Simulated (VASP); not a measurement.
SnTe:

```xyz
2
Lattice="3.9047 0.0000 0.0000 0.0000 3.9047 0.0000 0.0000 0.0000 3.9047" Properties=species:S:1:pos:R:3 pbc="T T T"
Te    1.9524    1.9524    1.9524
Sn    0.0000    0.0000    0.0000
```

```yaml
Program: VASP 6.6.1
Task: relaxation of cell and atoms
Functional: BLYP
Dispersion: D4
Potentials_or_basis: VASP PAW PBE potentials, release 64 (Te, Sn_d)
Cutoff: 600 eV
k_mesh: 7 × 7 × 7
Occupations: fermi-dirac, width 0.05 eV
Spin: no spin polarisation
```

At the start: pressure 2.9 GPa; volume 29.77 Å³/atom.

**Question.** Where does the relaxation end?

**Answer.** Over 11 steps the energy falls by 104.6 meV/atom and the volume is 33.52 Å³/atom (+12.6 %); space group Pm-3m (No. 221, to 0.05 Å).

Step by step:
| step | energy change (eV) | largest force (eV/Å) | pressure (GPa) | volume (Å³) |
| --- | --- | --- | --- | --- |
| 1 | 0.0000 | 0.0000 | 2.91 | 59.53 |
| 2 | -0.1138 | 0.0000 | 0.69 | 64.32 |
| 3 | -0.1159 | 0.0000 | 2.18 | 64.56 |
| 4 | -0.1284 | 0.0000 | 6.26 | 65.05 |
| 5 | -0.1826 | 0.0000 | 8.61 | 66.03 |
| 6 | -0.1957 | 0.0000 | -3.62 | 68.02 |
| 7 | -0.2066 | 0.0000 | -1.95 | 67.42 |
| 8 | -0.2084 | 0.0000 | 1.30 | 66.86 |
| 9 | -0.2091 | 0.0000 | -0.25 | 67.08 |
| 10 | -0.2027 | 0.0000 | 4.22 | 66.52 |
| 11 | -0.2091 | 0.0000 | -0.01 | 67.04 |

Final structure:
```
Te Sn
1.0
     4.06240    0.00000    0.00000
     0.00000    4.06240    0.00000
     0.00000    0.00000    4.06240
Te Sn
1 1
Cartesian
  2.0312 2.0312 2.0312
  0.0000 0.0000 0.0000
```

Caveat: the PAW data sets were made with another functional, which shifts forces and pressure a little; pairwise dispersion overbinds metals, which lowers pressure and volume.
